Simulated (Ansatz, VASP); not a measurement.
## One calculation of Sn2P, two programs

```
Sn P
1.0
     3.35067   -1.92585    0.01873
     3.35067    1.92585    0.01873
    -2.25887    0.00000    5.80228
Sn P
2 1
Cartesian
  4.4624 0.0000 1.6884
  -0.0199 0.0000 4.1514
  0.0000 0.0000 0.0000
```

Alike in both runs: functional PBE; k mesh 14 × 14 × 8; occupations gaussian, width 0.1 eV; no spin polarisation.

Ansatz relaxed the structure, and its values are those at the end. VASP's run is a single point on that final structure, the one shown.

|  | VASP | Ansatz |
| --- | --- | --- |
| version | VASP 6.6.1 | Ansatz 0.2.0 |
| potentials or method | VASP PAW PBE potentials, release 64 (Sn_d, P), cutoff 520 eV | scalar-relativistic, plane waves, PAW |
| valence electrons in the cell | 33 | 33 |

```tsv
	VASP	Ansatz	Ansatz less VASP
gap on the k mesh at the Fermi level (eV)	none	none	-
pressure (GPa)	0.0	0.0	+0.06
```

A gap of «none» marks a metal or a gap that the smearing closes. With one functional, cell and mesh, what is left measures potentials, basis and numerics.
